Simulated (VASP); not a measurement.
# Ir4Rh11 (a cell with a defect) in VASP: a series of runs

The runs below take Ir4Rh11 (a cell with a defect) through relaxation of the atoms, single point, with LDA.

Program: VASP 6.6.1. These are calculated values, not measurements. Logs are shortened: lines on timing, memory, paths and dates and some standing lists are left out, and cuts for length are marked.

## Step 1: The cell of the first run

The cell holds a defect, 15 atoms: a = 7.634 Å, b = 7.634 Å, c = 3.817 Å, α = 90.00°, β = 90.00°, γ = 90.00°.

## Step 2: Relaxation of the atoms, LDA

INCAR

```
PREC     = Accurate       # precision mode
ENCUT    = 450            # plane-wave cutoff, eV
EDIFF    = 1E-7           # SCF threshold, eV
ISMEAR   = -1             # smearing method
SIGMA    = 0.15           # smearing width, eV
LREAL    = F              # projectors in reciprocal space
LASPH    = T              # aspherical terms in the spheres
NELM     = 120            # most SCF steps
ALGO     = Normal         # electronic algorithm
ISIF     = 2              # what is computed and relaxed
LWAVE    = F              # write WAVECAR
LCHARG   = F              # write CHGCAR
IBRION   = 2              # ionic algorithm
NSW      = 45             # ionic steps
EDIFFG   = -0.05          # ionic threshold
GGA_COMPAT= F            
NELMIN   = 4            
KPAR     = 4
```

KPOINTS

```
Automatic mesh
0
Gamma
  2 2 4
```

POSCAR

```
Ir4Rh11
1.0
    7.6341200000      0.0000000000      0.0000000000
    0.0000000000      7.6341200000      0.0000000000
    0.0000000000      0.0000000000      3.8170600000
Ir Rh
4 11
Direct
    0.0000000000      0.0000000000      0.0000000000
    0.0000000000      0.5000000000      0.0000000000
    0.5000000000      0.0000000000      0.0000000000
    0.5000000000      0.5000000000      0.0000000000
    0.0000000000      0.2500000000      0.5000000000
    0.2500000000      0.0000000000      0.5000000000
    0.0000000000      0.7500000000      0.5000000000
    0.2500000000      0.5000000000      0.5000000000
    0.2500000000      0.7500000000      0.0000000000
    0.5000000000      0.2500000000      0.5000000000
    0.7500000000      0.0000000000      0.5000000000
    0.7500000000      0.2500000000      0.0000000000
    0.5000000000      0.7500000000      0.5000000000
    0.7500000000      0.5000000000      0.5000000000
    0.7500000000      0.7500000000      0.0000000000
```

Potentials or basis: VASP PAW LDA potentials, release 64 (Ir, Rh_pv).

Run with:

```console
$ cat potpaw_LDA.64/Ir/POTCAR potpaw_LDA.64/Rh_pv/POTCAR > POTCAR
$ mpirun -np 4 vasp_std > vasp.out
```

OUTCAR:

```text
PREC = Accurate
   ENCUT = 450
   EDIFF = 1E-7
   ISMEAR = -1
   LREAL = F
   LASPH = T
   NELM = 120
   ISIF = 2
   IBRION = 2
   NSW = 45
   EDIFFG = -0.05
   NELMIN = 4

 ion  position               nearest neighbor table
   1  0.000  0.000  0.000-   5 2.70   6 2.70   7 2.70   9 2.70  11 2.70  12 2.70  15 2.70   5 2.70
                             6 2.70   7 2.70  11 2.70
   2  0.000  0.500  0.000-   5 2.70   7 2.70   8 2.70   9 2.70  12 2.70  14 2.70  15 2.70   5 2.70
                             7 2.70   8 2.70  14 2.70
   3  0.500  0.000  0.000-   6 2.70   9 2.70  10 2.70  11 2.70  12 2.70  13 2.70  15 2.70   6 2.70
                            10 2.70  11 2.70  13 2.70
   4  0.500  0.500  0.000-   8 2.70   9 2.70  10 2.70  12 2.70  13 2.70  14 2.70  15 2.70   8 2.70
                            10 2.70  13 2.70  14 2.70
   5  0.000  0.250  0.500-   1 2.70   2 2.70   6 2.70   8 2.70  11 2.70  12 2.70  14 2.70   1 2.70
                             2 2.70  12 2.70
   6  0.250  0.000  0.500-   1 2.70   3 2.70   5 2.70   7 2.70   9 2.70  10 2.70  13 2.70   1 2.70
                             3 2.70   9 2.70
   7  0.000  0.750  0.500-   1 2.70   2 2.70   6 2.70   8 2.70   9 2.70  11 2.70  14 2.70  15 2.70
                             1 2.70   2 2.70   9 2.70  15 2.70
   8  0.250  0.500  0.500-   2 2.70   4 2.70   5 2.70   7 2.70   9 2.70  10 2.70  13 2.70   2 2.70
                             4 2.70   9 2.70
   9  0.250  0.750  0.000-   1 2.70   2 2.70   3 2.70   4 2.70   6 2.70   7 2.70   8 2.70  13 2.70
                             6 2.70   7 2.70   8 2.70  13 2.70
  10  0.500  0.250  0.500-   3 2.70   4 2.70   6 2.70   8 2.70  11 2.70  12 2.70  14 2.70   3 2.70
                             4 2.70  12 2.70
  11  0.750  0.000  0.500-   1 2.70   3 2.70   5 2.70   7 2.70  10 2.70  12 2.70  13 2.70  15 2.70
                             1 2.70   3 2.70  12 2.70  15 2.70
  12  0.750  0.250  0.000-   1 2.70   2 2.70   3 2.70   4 2.70   5 2.70  10 2.70  11 2.70  14 2.70
                             5 2.70  10 2.70  11 2.70  14 2.70
  13  0.500  0.750  0.500-   3 2.70   4 2.70   6 2.70   8 2.70   9 2.70  11 2.70  14 2.70  15 2.70
                             3 2.70   4 2.70   9 2.70  15 2.70
  14  0.750  0.500  0.500-   2 2.70   4 2.70   5 2.70   7 2.70  10 2.70  12 2.70  13 2.70  15 2.70
                             2 2.70   4 2.70  12 2.70  15 2.70
  15  0.750  0.750  0.000-   1 2.70   2 2.70   3 2.70   4 2.70   7 2.70  11 2.70  13 2.70  14 2.70
                             7 2.70  11 2.70  13 2.70  14 2.70

  LATTYP: Found a simple tetragonal cell.
 ALAT       =     7.6341200000
 C/A-ratio  =     0.5000000000

  Lattice vectors:

 A1 = (   7.6341200000,   0.0000000000,   0.0000000000)
 A2 = (   0.0000000000,   7.6341200000,   0.0000000000)
 A3 = (   0.0000000000,   0.0000000000,   3.8170600000)

Analysis of symmetry for initial positions (statically):
=====================================================================
 Subroutine PRICEL returns:
 Original cell was already a primitive cell.

 Routine SETGRP: Setting up the symmetry group for a
 simple tetragonal supercell.

 Subroutine GETGRP returns: Found 16 space group operations
 (whereof  4 operations were pure point group operations)
 out of a pool of 16 trial point group operations.

The static configuration has the point symmetry C_2v.
 The point group associated with its full space group is D_4h.

Analysis of symmetry for dynamics (positions and initial velocities):
=====================================================================
 Subroutine PRICEL returns:
 Original cell was already a primitive cell.

 Routine SETGRP: Setting up the symmetry group for a
 simple tetragonal supercell.

 Subroutine GETGRP returns: Found 16 space group operations
 (whereof  4 operations were pure point group operations)
 out of a pool of 16 trial point group operations.

The dynamic configuration has the point symmetry C_2v.
 The point group associated with its full space group is D_4h.

 Subroutine INISYM returns: Found 16 space group operations
 (whereof  4 operations are pure point group operations),
 and found     1 'primitive' translations

----------------------------------------------------------------------------------------

                                     Primitive cell

  volume of cell :     222.4574

  direct lattice vectors                    reciprocal lattice vectors
     7.634120000  0.000000000  0.000000000     0.130990867  0.000000000  0.000000000
     0.000000000  7.634120000  0.000000000     0.000000000  0.130990867  0.000000000
     0.000000000  0.000000000  3.817060000     0.000000000  0.000000000  0.261981735

[... 50 lines left out ...]
     0.000000000  0.065495434  0.000000000     0.000000000  0.500000000  0.000000000
     0.000000000  0.000000000  0.065495434     0.000000000  0.000000000  0.250000000

  Length of vectors
     0.065495434  0.065495434  0.065495434

  Shift w.r.t. Gamma in fractional coordinates (k-lattice)
     0.000000000  0.000000000  0.000000000

 Subroutine IBZKPT returns following result:
 ===========================================

 Found      9 irreducible k-points:

 Following reciprocal coordinates:
            Coordinates               Weight
  0.000000  0.000000  0.000000      1.000000
  0.500000  0.000000  0.000000      2.000000
  0.500000  0.500000  0.000000      1.000000
  0.000000  0.000000  0.250000      2.000000
  0.500000  0.000000  0.250000      4.000000
  0.500000  0.500000  0.250000      2.000000
  0.000000  0.000000  0.500000      1.000000
  0.500000  0.000000  0.500000      2.000000
  0.500000  0.500000  0.500000      1.000000
   k-points           NKPTS =      9   k-points in BZ     NKDIM =      9   number of bands    NBANDS=    120
   number of dos      NEDOS =    301   number of ions     NIONS =     15
   total plane-waves  NPLWV =  81648
   dimension x,y,z NGX =    54 NGY =   54 NGZ =   28
   dimension x,y,z NGXF=   108 NGYF=  108 NGZF=   56
   ions per type =               4  11
   NGX,Y,Z   is equivalent  to a cutoff of  11.76, 11.76, 12.19 a.u.
   NGXF,Y,Z  is equivalent  to a cutoff of  23.52, 23.52, 24.39 a.u.
 SYSTEM =  unknown system
   PREC   = accura    normal or accurate (medium, high low for compatibility)
   ISTART =      0    job   : 0-new  1-cont  2-samecut
   ICHARG =      2    charge: 1-file 2-atom 10-const
   ISPIN  =      1    spin polarized calculation?
   LNONCOLLINEAR =      F non collinear calculations
   LSORBIT =      F    spin-orbit coupling
   LASPH  =      T    aspherical Exc in radial PAW
   ENCUT  =  450.0 eV  33.07 Ry    5.75 a.u.  13.20 13.20  6.60*2*pi/ulx,y,z
   NELM   =    120;   NELMIN=  4; NELMDL= -5     # of ELM steps
   EDIFF  = 0.1E-06   stopping-criterion for ELM
   LREAL  =      F    real-space projection
   EDIFFG = -.5E-01   stopping-criterion for IOM
   NSW    =     45    number of steps for IOM
   IBRION =      2    ionic relax: 0-MD 1-quasi-New 2-CG
   NFREE  =      1    steps in history (QN), initial steepest desc. (CG)
   ISIF   =      2    stress and relaxation
   ISYM   =      2    0-nonsym 1-usesym 2-fastsym
   POTIM  = 0.5000    time-step for ionic-motion
   TEBEG  =    0.0;   TEEND  =   0.0 temperature during run
   PSTRESS=    0.0 pullay stress
   NELECT =     201.0000    total number of electrons
   NUPDOWN=      -1.0000    fix difference up-down
   EMIN   =  10.00;   EMAX   =-10.00  energy-range for DOS
   EFERMI =   0.00;   METHOD = LEGACY
   ISMEAR =    -1;   SIGMA  =   0.15  broadening in eV -4-tet -1-fermi 0-gaus
   EFERMI_NEDOS =   21; number of points for ismear=-14 and -15
   IALGO  =     38    algorithm
   IMIX   =      4    mixing-type and parameters
     AMIX     =   0.40;   BMIX     =  1.00
     AMIX_MAG =   1.60;   BMIX_MAG =  1.00
  volume/ion in A,a.u.               =      14.83       100.08
  Fermi-wavevector in a.u.,A,eV,Ry     =   1.582673  2.990818 34.080606  2.504854
  Thomas-Fermi vector in A             =   2.682560
   LORBIT       =      0    0 simple, 1 ext, 2 COOP (PROOUT), +10 PAW based schemes
   GGA     = CA    functional components
   LHFCALC =     F    Hartree Fock is set to
   AEXX    =    0.0000 exact exchange contribution
   IVDW    =     0    specifies the selected vdW correction
   LEPSILON=     F    determine dielectric tensor
   LRPA    =     F    only Hartree local field effects (RPA)
 conjugate gradient relaxation of ions
 non-spin polarized calculation
  energy-cutoff  :      450.00
  volume of cell :      222.46
 maximum number of plane-waves:      4886
 NGX is ok and might be reduce to    54
   NGX = 27   NGY = 27   NGZ = 13

--------------------------------------- Ionic step        1  -------------------------------------------

 number of electron     200.9999958 magnetization

 Free energy of the ion-electron system (eV)
  ---------------------------------------------------
  ext. energy  EPLUGINS =         0.00000000
  ---------------------------------------------------
  free energy    TOTEN  =      -134.52755577 eV

  energy without entropy =     -132.83209644  energy(sigma->0) =     -133.67982611

------------------------ aborting loop because EDIFF is reached ----------------------------------------

  FORCE on cell =-STRESS in cart. coord.  units (eV):
  Direction    XX          YY          ZZ          XY          YZ          ZX
  --------------------------------------------------------------------------------------
  -------------------------------------------------------------------------------------
  Total      -19.1170340    -19.1170340    -18.6494640      0.0000000      0.0000000      0.0000000
  in kB     -137.6842121   -137.6842121   -134.3166912      0.0000000      0.0000000      0.0000000
  external PRESSURE =    -136.5617052 kB  Pullay stress =       0.0000000 kB
[... 85 lines left out ...]
--------------------------------------- Ionic step        3  -------------------------------------------

 number of electron     200.9999958 magnetization

 Free energy of the ion-electron system (eV)
  ---------------------------------------------------
  ext. energy  EPLUGINS =         0.00000000
  ---------------------------------------------------
  free energy    TOTEN  =      -134.53141805 eV

  energy without entropy =     -132.83254547  energy(sigma->0) =     -133.68198176

 E-fermi :  10.2218     XC(G=0): -13.7903

 val. band max:       10.2047108921   @ k =   0.5000   0.0000   0.5000
 cond. band min:      10.2244359793   @ k =   0.0000   0.0000   0.0000
 fundamental gap:      0.0197250872
 Fermi energy:        10.2217687161

 k-point     1 :       0.0000    0.0000    0.0000
  band No.  band energies     occupation
      1     -36.6230      2.00000
      2     -36.6177      2.00000
      3     -36.6177      2.00000
      4     -36.5741      2.00000
      5     -36.5700      2.00000
      6     -36.5700      2.00000
[... 1024 lines left out ...]
    111      10.7523      0.05658
    112      10.7629      0.05280
 [bands above 112 left out]

------------------------ aborting loop because EDIFF is reached ----------------------------------------

  FORCE on cell =-STRESS in cart. coord.  units (eV):
  Direction    XX          YY          ZZ          XY          YZ          ZX
  --------------------------------------------------------------------------------------
  -------------------------------------------------------------------------------------
  Total      -19.4858894    -19.4858894    -18.8456864     -0.0000000      0.0000000      0.0000000
  in kB     -140.3407732   -140.3407732   -135.7299192     -0.0000000      0.0000000      0.0000000
  external PRESSURE =    -138.8038219 kB  Pullay stress =       0.0000000 kB
[... 30 lines left out ...]
  FREE ENERGIE OF THE ION-ELECTRON SYSTEM (eV)
  ---------------------------------------------------
  free  energy   TOTEN  =      -134.5314180542 eV

  energy  without entropy=     -132.8325454736  energy(sigma->0) =     -133.68198176

 reached required accuracy - stopping structural energy minimisation
```

It took 3.6 min on 4 MPI ranks of AMD EPYC 7R43 (Zen 3), shared host; peak memory 0.29 GiB.

Results:

```yaml
Free_energy: -134.5314 eV
Energy_gained_by_relaxing: 0.3 meV/atom
Ionic_steps: 3
Pressure_after_relaxing: -13.9 GPa
Largest_force_after_relaxing: 0.021 eV/Å
Band_gap_on_the_k_mesh: zero (an odd number of electrons rules out a gap without spin polarisation)
```

Forces in eV/Å, atoms in the order of the input:
```
Ir   0.004  0.004  0.000
Ir   0.004 -0.004  0.000
Ir  -0.004  0.004  0.000
Ir  -0.004 -0.004  0.000
Rh   0.005  0.000  0.000
Rh   0.000  0.005  0.000
Rh  -0.021  0.000  0.000
Rh   0.000 -0.005  0.000
Rh   0.000  0.000  0.000
Rh  -0.005  0.000  0.000
Rh   0.000 -0.021  0.000
Rh   0.000  0.000  0.000
Rh   0.021  0.000  0.000
Rh   0.000  0.021  0.000
Rh   0.000  0.000  0.000
```

The path:
```tsv
step	energy change (eV)	largest force (eV/Å)	pressure (GPa)
1	0.0000	0.1288	-13.66
2	-0.0031	0.0606	-13.78
3	-0.0039	0.0211	-13.88
```

Final structure:
```
CELL_PARAMETERS angstrom
7.63412 0.00000 0.00000
0.00000 7.63412 0.00000
0.00000 0.00000 3.81706
ATOMIC_POSITIONS crystal
Ir 0.00104 0.00104 0.00000
Ir 0.00104 0.49896 0.00000
Ir 0.49896 0.00104 0.00000
Ir 0.49896 0.49896 0.00000
Rh 0.00066 0.25000 0.50000
Rh 0.25000 0.00066 0.50000
Rh 0.00053 0.75000 0.50000
Rh 0.25000 0.49934 0.50000
Rh 0.25000 0.75000 0.00000
Rh 0.49934 0.25000 0.50000
Rh 0.75000 0.00053 0.50000
Rh 0.75000 0.25000 0.00000
Rh 0.49947 0.75000 0.50000
Rh 0.75000 0.49947 0.50000
Rh 0.75000 0.75000 0.00000
```

Caveat: the k points lie up to 0.41 Å⁻¹ apart, too coarse for converged energies and pressures of a metal; spin-orbit coupling is left out, which moves the levels of the heavy elements; the relaxation stopped at a loose force limit of 0.05 eV/Å, so its end isn't a converged minimum.

## Step 3: Single point, LDA

INCAR

```
ALGO = Normal
EDIFF = 1E-6
ENCUT = 400
GGA = CA
GGA_COMPAT = F
ISIF = 2
ISMEAR = -1
LASPH = T
LCHARG = F
LREAL = F
LWAVE = F
NBANDS = 114
NELM = 120
PREC = Accurate
SIGMA = 0.15
```

KPOINTS

```
k-points
0
Gamma
  2 2 4
```

POSCAR

```
Ir4Rh11
1.0
    7.6341200000      0.0000000000      0.0000000000
    0.0000000000      7.6341200000      0.0000000000
    0.0000000000      0.0000000000      3.8170600000
Ir Rh
4 11
Direct
    0.0012707680      0.0012707680      0.0000000000
    0.0012707680      0.4987292320      0.0000000000
    0.4987292320      0.0012707680      0.0000000000
    0.4987292320      0.4987292320      0.0000000000
    0.0007466596      0.2500000000      0.5000000000
    0.2500000000      0.0007466596      0.5000000000
    0.0006993845      0.7500000000      0.5000000000
    0.2500000000      0.4992533404      0.5000000000
    0.2500000000      0.7500000000      0.0000000000
    0.4992533404      0.2500000000      0.5000000000
    0.7500000000      0.0006993845      0.5000000000
    0.7500000000      0.2500000000      0.0000000000
    0.4993006155      0.7500000000      0.5000000000
    0.7500000000      0.4993006155      0.5000000000
    0.7500000000      0.7500000000      0.0000000000
```

Potentials or basis: VASP PAW LDA potentials, release 64 (Ir, Rh_pv).

Run with:

```console
$ cat potpaw_LDA.64/Ir/POTCAR potpaw_LDA.64/Rh_pv/POTCAR > POTCAR
$ mpirun -np 1 vasp_std > vasp.out
```

It took 3.4 min on 1 thread of Intel Xeon Platinum 8488C (Sapphire Rapids), shared host; peak memory 0.27 GiB.

The run converged. Its results:

```
Free energy            : -134.5181 eV
Pressure               : -14.6 GPa
Largest force          : 0.042 eV/Å
Band gap on the k mesh : zero (an odd number of electrons rules out a gap without spin polarisation)
```

Forces on the atoms (eV/Å):
```
Ir  -0.014 -0.014  0.000
Ir  -0.014  0.014  0.000
Ir   0.014 -0.014  0.000
Ir   0.014  0.014  0.000
Rh  -0.001  0.000  0.000
Rh   0.000 -0.001  0.000
Rh  -0.042  0.000  0.000
Rh   0.000  0.001  0.000
Rh   0.000  0.000  0.000
Rh   0.001  0.000  0.000
Rh   0.000 -0.042  0.000
Rh   0.000  0.000  0.000
Rh   0.042  0.000  0.000
Rh   0.000  0.042  0.000
Rh   0.000  0.000  0.000
```

Stress tensor (GPa, compression positive):
```
-14.81   0.00   0.00
  0.00 -14.81   0.00
  0.00   0.00 -14.32
```

Levels at points of the mesh, in eV from the Fermi level:
```csv
k point,band 95,band 96,band 97,band 98,band 99,band 100,band 101,band 102,band 103,band 104
"(0.00, 0.00, 0.00)",-1.06,-0.92,-0.78,-0.54,0.00,0.00,0.09,0.09,0.22,0.55
"(0.50, 0.00, 0.00)",-0.42,-0.34,-0.26,-0.17,0.03,0.04,0.13,0.21,0.22,0.27
"(0.50, 0.50, 0.00)",-0.29,-0.20,-0.20,-0.17,-0.13,-0.13,-0.10,-0.10,0.01,0.07
"(0.00, 0.00, 0.50)",-1.01,-0.95,-0.86,-0.81,-0.81,-0.27,0.08,0.08,0.13,0.31
"(0.50, 0.00, 0.50)",-1.18,-1.14,-1.03,-0.82,-0.46,-0.19,-0.02,-0.02,0.06,0.10
"(0.50, 0.50, 0.50)",-0.70,-0.60,-0.09,0.21,0.27,0.32,0.33,0.33,0.34,0.35
```

Caveat: the k points lie up to 0.41 Å⁻¹ apart, too coarse for converged energies and pressures of a metal; spin-orbit coupling is left out, which moves the levels of the heavy elements.
